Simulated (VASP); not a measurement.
# AlN (P6_3mc) in VASP: a series of runs, part 2 of 2

VASP 6.6.1.

### Step 6. Single point, r2SCAN

POSCAR

```
AlN
1.0
    3.1109999993      0.0000000000      0.0000000000
   -1.5554999997      2.6942050306      0.0000000000
    0.0000000000      0.0000000000      5.0108860000
Al N
2 2
Direct
    0.3333333333      0.6666666667      0.0006649404
    0.6666666667      0.3333333333      0.5006649404
    0.3333333333      0.6666666667      0.3813350596
    0.6666666667      0.3333333333      0.8813350596
```

INCAR.step1

```
PREC = Accurate
ENCUT = 520
ISMEAR = 0
SIGMA = 0.03
LREAL = False
LASPH = True
NELM = 80
NBANDS = 16
GGA = PE
ALGO = Normal
EDIFF = 1E-4
LWAVE = True
LCHARG = False
```

INCAR.step2

```
PREC = Accurate
ENCUT = 520
EDIFF = 1E-6
ISMEAR = 0
SIGMA = 0.03
LREAL = False
LASPH = True
NELM = 80
ALGO = Normal
ISIF = 2
LWAVE = False
LCHARG = True
METAGGA = R2SCAN
LMIXTAU = True
LELF = True
LVHAR = True
NBANDS = 16
ISTART = 1
```

KPOINTS

```
regular mesh
0
Gamma
  8 8 5
```

Potentials or basis: VASP PAW PBE potentials, release 64 (Al, N).

Run with:

```bash
cat potpaw_PBE.64/Al/POTCAR potpaw_PBE.64/N/POTCAR > POTCAR
cp INCAR.step1 INCAR
mpirun -np 1 vasp_std > vasp.out
cp INCAR.step2 INCAR
mpirun -np 1 vasp_std > vasp.out
```

OUTCAR:

```text
PREC = Accurate
   ENCUT = 520
   EDIFF = 1E-6
   ISMEAR = 0
   LREAL = False
   LASPH = True
   NELM = 80
   ISIF = 2
   METAGGA = R2SCAN
   ISTART = 1

 ion  position               nearest neighbor table
   1  0.333  0.667  0.001-   4 1.89   4 1.89   4 1.89   3 1.91   2 3.08   2 3.08   2 3.08   2 3.08
                             2 3.08   2 3.08
   2  0.667  0.333  0.501-   3 1.89   3 1.89   3 1.89   4 1.91   1 3.08   1 3.08   1 3.08   1 3.08
                             1 3.08   1 3.08
   3  0.333  0.667  0.381-   2 1.89   2 1.89   2 1.89   1 1.91
   4  0.667  0.333  0.881-   1 1.89   1 1.89   1 1.89   2 1.91

  LATTYP: Found a hexagonal cell.
 ALAT       =     3.1109999993
 C/A-ratio  =     1.6106994539

  Lattice vectors:

 A1 = (   3.1109999993,   0.0000000000,   0.0000000000)
 A2 = (  -1.5554999997,   2.6942050306,   0.0000000000)
 A3 = (   0.0000000000,   0.0000000000,   5.0108860000)

Analysis of symmetry for initial positions (statically):
=====================================================================
 Subroutine PRICEL returns:
 Original cell was already a primitive cell.

 Routine SETGRP: Setting up the symmetry group for a
 hexagonal supercell.

 Subroutine GETGRP returns: Found 12 space group operations
 (whereof  6 operations were pure point group operations)
 out of a pool of 24 trial point group operations.

The static configuration has the point symmetry C_3v.
 The point group associated with its full space group is C_6v.

Analysis of symmetry for dynamics (positions and initial velocities):
=====================================================================
 Subroutine PRICEL returns:
 Original cell was already a primitive cell.

 Routine SETGRP: Setting up the symmetry group for a
 hexagonal supercell.

 Subroutine GETGRP returns: Found 12 space group operations
 (whereof  6 operations were pure point group operations)
 out of a pool of 24 trial point group operations.

The dynamic configuration has the point symmetry C_3v.
 The point group associated with its full space group is C_6v.

 Subroutine INISYM returns: Found 12 space group operations
 (whereof  6 operations are pure point group operations),
 and found     1 'primitive' translations

----------------------------------------------------------------------------------------

                                     Primitive cell

  volume of cell :      41.9996

  direct lattice vectors                    reciprocal lattice vectors
     3.110999999  0.000000000  0.000000000     0.321440052  0.185583500  0.000000000
    -1.555500000  2.694205031  0.000000000     0.000000000  0.371167001  0.000000000
     0.000000000  0.000000000  5.010886000     0.000000000  0.000000000  0.199565506

  length of vectors
     3.110999999  3.110999999  5.010886000     0.371167001  0.371167001  0.199565506

  position of ions in fractional coordinates (direct lattice)
     0.333333333  0.666666667  0.000664940
     0.666666667  0.333333333  0.500664940
     0.333333333  0.666666667  0.381335060
     0.666666667  0.333333333  0.881335060

  ion indices of the primitive-cell ions
   primitive index   ion index
                 1           1
                 2           2
                 3           3
                 4           4
[... 20 lines left out ...]
     0.000000000  0.000000000  0.000000000

 Subroutine IBZKPT returns following result:
 ===========================================

 Found     30 irreducible k-points:

 Following reciprocal coordinates:
            Coordinates               Weight
  0.000000  0.000000  0.000000      1.000000
  0.125000 -0.000000  0.000000      6.000000
  0.250000 -0.000000  0.000000      6.000000
  0.375000  0.000000  0.000000      6.000000
  0.500000 -0.000000  0.000000      3.000000
  0.125000  0.125000  0.000000      6.000000
[... 16 lines left out ...]
  0.250000 -0.000000  0.400000     12.000000
  0.375000  0.000000  0.400000     12.000000
 [... further k-points ...]
   k-points           NKPTS =     30   k-points in BZ     NKDIM =     30   number of bands    NBANDS=     16
   number of dos      NEDOS =    301   number of ions     NIONS =      4
   total plane-waves  NPLWV =  23040
   dimension x,y,z NGX =    24 NGY =   24 NGZ =   40
   dimension x,y,z NGXF=    48 NGYF=   48 NGZF=   80
   ions per type =               2   2
   NGX,Y,Z   is equivalent  to a cutoff of  12.83, 12.83, 13.27 a.u.
   NGXF,Y,Z  is equivalent  to a cutoff of  25.65, 25.65, 26.54 a.u.
 SYSTEM =  unknown system
   PREC   = accura    normal or accurate (medium, high low for compatibility)
   ISTART =      1    job   : 0-new  1-cont  2-samecut
   ICHARG =      0    charge: 1-file 2-atom 10-const
   ISPIN  =      1    spin polarized calculation?
   LNONCOLLINEAR =      F non collinear calculations
   LSORBIT =      F    spin-orbit coupling
   LASPH  =      T    aspherical Exc in radial PAW
   ENCUT  =  520.0 eV  38.22 Ry    6.18 a.u.   5.78  5.78  9.32*2*pi/ulx,y,z
   NELM   =     80;   NELMIN=  2; NELMDL=  0     # of ELM steps
   EDIFF  = 0.1E-05   stopping-criterion for ELM
   LREAL  =      F    real-space projection
   EDIFFG = 0.1E-04   stopping-criterion for IOM
   NSW    =      0    number of steps for IOM
   IBRION =     -1    ionic relax: 0-MD 1-quasi-New 2-CG
   NFREE  =      0    steps in history (QN), initial steepest desc. (CG)
   ISIF   =      2    stress and relaxation
   ISYM   =      2    0-nonsym 1-usesym 2-fastsym
   POTIM  = 0.5000    time-step for ionic-motion
   TEBEG  =    0.0;   TEEND  =   0.0 temperature during run
   PSTRESS=    0.0 pullay stress
   NELECT =      16.0000    total number of electrons
   NUPDOWN=      -1.0000    fix difference up-down
   EMIN   =  10.00;   EMAX   =-10.00  energy-range for DOS
   EFERMI =   0.00;   METHOD = LEGACY
   ISMEAR =     0;   SIGMA  =   0.03  broadening in eV -4-tet -1-fermi 0-gaus
   EFERMI_NEDOS =   21; number of points for ismear=-14 and -15
   IALGO  =     38    algorithm
   IMIX   =      4    mixing-type and parameters
     AMIX     =   0.40;   BMIX     =  1.00
     AMIX_MAG =   1.60;   BMIX_MAG =  1.00
  volume/ion in A,a.u.               =      10.50        70.86
  Fermi-wavevector in a.u.,A,eV,Ry     =   1.186770  2.242669 19.162748  1.408422
  Thomas-Fermi vector in A             =   2.322935
   LORBIT       =      0    0 simple, 1 ext, 2 COOP (PROOUT), +10 PAW based schemes
   METAGGA = R2SCAN    functional components
   LHFCALC =     F    Hartree Fock is set to
   AEXX    =    0.0000 exact exchange contribution
   IVDW    =     0    specifies the selected vdW correction
   LEPSILON=     F    determine dielectric tensor
   LRPA    =     F    only Hartree local field effects (RPA)
 non-spin polarized calculation
 Gauss-broadening in eV      SIGMA  =   0.03
  energy-cutoff  :      520.00
  volume of cell :       42.00
 maximum number of plane-waves:      1144
 NGX is ok and might be reduce to    24
   NGX = 11   NGY = 11   NGZ = 19

 number of electron      15.9999996 magnetization

 Free energy of the ion-electron system (eV)
  ---------------------------------------------------
  ext. energy  EPLUGINS =         0.00000000
  ---------------------------------------------------
  free energy    TOTEN  =       -38.45289443 eV

  energy without entropy =      -38.45289443  energy(sigma->0) =      -38.45289443

 E-fermi :   5.9796     XC(G=0): -11.3746

 val. band max:        5.7972546916   @ k =   0.0000   0.0000   0.0000
 cond. band min:      10.6588204679   @ k =   0.0000   0.0000   0.0000
 fundamental gap:      4.8615657763
 Fermi energy:         5.9796261798

 k-point     1 :       0.0000    0.0000    0.0000
  band No.  band energies     occupation
      1     -10.0939      2.00000
      2      -8.0215      2.00000
      3      -0.2160      2.00000
      4       4.9771      2.00000
      5       4.9771      2.00000
      6       5.6213      2.00000
[... 433 lines left out ...]
      3       0.5616      2.00000
      4       0.9539      2.00000
      5       3.7642      2.00000
      6       4.2793      2.00000
[... 8 lines left out ...]
     15      19.3176      0.00000
     16      20.6135      0.00000

 [... further k-points ...]
[... 5 lines left out ...]
  --------------------------------------------------------------------------------------
  -------------------------------------------------------------------------------------
  Total       -0.4702973     -0.4702973     -0.8273629      0.0000000      0.0000000     -0.0000000
  in kB      -17.9406395    -17.9406395    -31.5617754      0.0000000      0.0000000     -0.0000000
  external PRESSURE =     -22.4810181 kB  Pullay stress =       0.0000000 kB

 VOLUME and BASIS-vectors are now :
 -----------------------------------------------------------------------------
  energy-cutoff  :      520.00
  volume of cell :       42.00
      direct lattice vectors                 reciprocal lattice vectors
     3.110999999  0.000000000  0.000000000     0.321440052  0.185583500  0.000000000
    -1.555500000  2.694205031  0.000000000     0.000000000  0.371167001  0.000000000
     0.000000000  0.000000000  5.010886000     0.000000000  0.000000000  0.199565506

 POSITION                                       TOTAL-FORCE (eV/Angst)
 -----------------------------------------------------------------------------------
     -0.00000      1.79614      0.00333         0.000000     -0.000000     -0.001395
      1.55550      0.89807      2.50877        -0.000000      0.000000     -0.001395
     -0.00000      1.79614      1.91083         0.000000      0.000000      0.001395
      1.55550      0.89807      4.41627         0.000000     -0.000000      0.001395
 -----------------------------------------------------------------------------------
    total drift:                               -0.000000     -0.000000     -0.017612

  FREE ENERGIE OF THE ION-ELECTRON SYSTEM (eV)
  ---------------------------------------------------
  free  energy   TOTEN  =       -38.4528944322 eV

  energy  without entropy=      -38.4528944322  energy(sigma->0) =      -38.45289443
```

It took 26 s on 1 thread of Intel Xeon 6975P-C (Granite Rapids), shared host; peak memory 0.16 GiB.

What came out:

```yaml
Free_energy: -38.4529 eV
Pressure: -2.2 GPa
Band_gap_on_the_k_mesh: 4.86 eV, direct
```

Stress tensor (GPa, compression positive):
```
-1.79  0.00  0.00
 0.00 -1.79  0.00
 0.00  0.00 -3.16
```

Levels at points of the mesh, in eV from the valence-band top:
| k point | band 6 | band 7 | band 8 | band 9 | band 10 | band 11 |
| --- | --- | --- | --- | --- | --- | --- |
| (0.00, 0.00, 0.00) | -0.18 | -0.18 | 0.00 | 4.86 | 7.54 | 11.53 |
| (0.50, 0.00, 0.00) | -2.07 | -1.73 | -0.67 | 6.42 | 6.58 | 9.00 |

Caveat: the PAW data sets were made with another functional, which shifts forces and pressure a little. r2SCAN opens gaps a little over a GGA but as a rule still falls short of measured ones.

### Step 7. Overview

```csv
level,potentials or basis,smearing,gap on the mesh (eV),pressure (GPa)
PBE,"VASP PAW PBE potentials, release 64 (Al, N)",gaussian 0.03 eV,4.19,2.5
LDA,"VASP PAW LDA potentials, release 64 (Al, N)",gaussian 0.05 eV,4.21,-5.0
LDA,"VASP PAW LDA potentials, release 64 (Al, N)",gaussian 0.03 eV,4.21,-5.0
r2SCAN,"VASP PAW PBE potentials, release 64 (Al, N)",gaussian 0.05 eV,4.86,-2.2
r2SCAN,"VASP PAW PBE potentials, release 64 (Al, N)",gaussian 0.03 eV,4.86,-2.2
```

Alike in all rows: task single point; no spin polarisation; cell as given; k mesh 8 × 8 × 5; cutoff (eV) 520.

Caveats: the PAW data sets were made with another functional, which shifts forces and pressure a little (some runs).

Total energies depend on the potentials used, so only differences within one code and one set of settings carry meaning.
